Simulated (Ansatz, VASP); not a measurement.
## One calculation of Si, two programs

Contents of INCAR:

```
  ALGO = Normal
  EDIFF = 1E-6
  ENCUT = 520
  GGA = CA
  ISIF = 2
  ISMEAR = 0
  LASPH = T
  LCHARG = T
  LELF = T
  LREAL = F
  LVHAR = T
  LWAVE = F
  NBANDS = 16
  NELM = 60
  PREC = Accurate
  SIGMA = 0.01
```

KPOINTS

```
k-points
0
Gamma
  9 9 6
```

The input POSCAR:

```
Si
1.0
    3.8211964665      0.0000000000      0.0000000000
   -1.9105982332      3.3092532128      0.0000000000
    0.0000000000      0.0000000000      6.2775371897
Si
4
Direct
    0.3333333333      0.6666666667     -0.0004288528
    0.6666666667      0.3333333333      0.4995711472
    0.3333333333      0.6666666667      0.3744288528
    0.6666666667      0.3333333333      0.8744288528
```

Input for Ansatz:

```yaml
crystal:
  lattice:
    - [3.8211964665, 0.0, 0.0]
    - [-1.9105982332, 3.3092532128, 0.0]
    - [0.0, 0.0, 6.2775371897]
  atoms:
    - { symbol: Si, position: [0.3333333333, 0.6666666667, -0.0004288528] }
    - { symbol: Si, position: [0.6666666667, 0.3333333333, 0.4995711472] }
    - { symbol: Si, position: [0.3333333333, 0.6666666667, 0.3744288528] }
    - { symbol: Si, position: [0.6666666667, 0.3333333333, 0.8744288528] }
basis:
  ecutwfc: 420
kpoints:
  mp_grid: { grid: [9, 9, 6] }
  band_path:
    path:
      - [0.0, 0.0, 0.0]
      - [0.0, 0.0, 0.0]
      - [0.0, 0.0, 0.0]
      - [0.0, 0.0, 0.0]
      - [0.0, 0.0, 0.0]
      - [0.0, 0.0, 0.0]
      - [0.0, 0.0, 0.0]
      - [0.0, 0.0, 0.0]
      - [0.0, 0.0, 0.0]
      - [0.0, 0.0, 0.0]
      - [0.0, 0.0, 0.0]
      - [0.0, 0.0, 0.0]
      - [0.0, 0.0, 0.0]
      - [0.0, 0.0, 0.0]
      - [0.0, 0.0, 0.0]
      - [0.0, 0.0, 0.0]
      - [0.0, 0.0, 0.0]
      - [0.0, 0.0, 0.0]
      - [0.0, 0.0, 0.0]
      - [0.0, 0.0, 0.0]
      - [0.0, 0.0, 0.0]
      - [0.0, 0.0, 0.0]
      - [0.0, 0.0, 0.0]
      - [0.0, 0.0, 0.0]
      - [0.0, 0.0, 0.0]
      - [0.0, 0.0, 0.0]
      - [0.3, 0.0, 0.0]
      - [0.3166666667, 0.0, 0.0]
      - [0.3333333333, 0.0, 0.0]
      - [0.35, 0.0, 0.0]
      - [0.3666666667, 0.0, 0.0]
      - [0.3833333333, 0.0, 0.0]
      - [0.4, 0.0, 0.0]
      - [0.4166666667, 0.0, 0.0]
      - [0.4333333333, 0.0, 0.0]
      - [0.45, 0.0, 0.0]
      - [0.4666666667, 0.0, 0.0]
      - [0.4833333333, 0.0, 0.0]
      - [0.5, 0.0, 0.0]
      - [0.5, 0.0, 0.0]
      - [0.5, 0.0, 0.0416666667]
      - [0.5, 0.0, 0.0833333333]
      - [0.5, 0.0, 0.125]
      - [0.5, 0.0, 0.1666666667]
      - [0.5, 0.0, 0.2083333333]
      - [0.5, 0.0, 0.25]
      - [0.5, 0.0, 0.2916666667]
      - [0.5, 0.0, 0.3333333333]
      - [0.5, 0.0, 0.375]
      - [0.5, 0.0, 0.4166666667]
      - [0.5, 0.0, 0.4583333333]
      - [0.5, 0.0, 0.5]
      - [0.3333333333, 0.3333333333, 0.0]
      - [0.3333333333, 0.3333333333, 0.0]
      - [0.3333333333, 0.3333333333, 0.0]
      - [0.3333333333, 0.3333333333, 0.0]
      - [0.3333333333, 0.3333333333, 0.0]
      - [0.3333333333, 0.3333333333, 0.0]
      - [0.3333333333, 0.3333333333, 0.0]
      - [0.3333333333, 0.3333333333, 0.0]
      - [0.3333333333, 0.3333333333, 0.0]
      - [0.3333333333, 0.3333333333, 0.0]
      - [0.3333333333, 0.3333333333, 0.0]
      - [0.3333333333, 0.3333333333, 0.0]
      - [0.3333333333, 0.3333333333, 0.0]
      - [0.0, 0.0, 0.5]
      - [0.0, 0.0, 0.5]
      - [0.0, 0.0, 0.5]
      - [0.0, 0.0, 0.5]
      - [0.0, 0.0, 0.5]
      - [0.0, 0.0, 0.5]
      - [0.0, 0.0, 0.5]
      - [0.0, 0.0, 0.5]
      - [0.0, 0.0, 0.5]
      - [0.0, 0.0, 0.5]
      - [0.0, 0.0, 0.5]
      - [0.0, 0.0, 0.5]
      - [0.0, 0.0, 0.5]
    npoints: 1
hamiltonian:
  xc: lda
  pseudopotentials: { kind: paw, azcp: { folder: soft_1 } }
scf:
  occupations: { method: fixed }
  n_extra_bands: 6
output:
  eigenvalues: true
```

Alike in both runs: task single point; functional LDA; k mesh 9 × 9 × 6; no spin polarisation.

|  | VASP | Ansatz |
| --- | --- | --- |
| version | VASP 6.6.1 | Ansatz 0.2.0 |
| potentials or method | VASP PAW LDA potentials, release 64 (Si), cutoff 520 eV | scalar-relativistic, plane waves, PAW |
| occupations | gaussian, width 0.01 eV | fixed |
| valence electrons in the cell | 16 | 16 |

```csv
,VASP,Ansatz,Ansatz less VASP
gap on the k mesh at the Fermi level (eV),0.30,0.31,+0.004
least direct gap on the mesh (eV),0.91,0.90,-0.007
```

Ansatz warns that its potentials were made for another functional, while VASP's fit it. LDA's correlation is that of Perdew and Zunger in VASP and of Perdew and Wang (1992) in Ansatz.
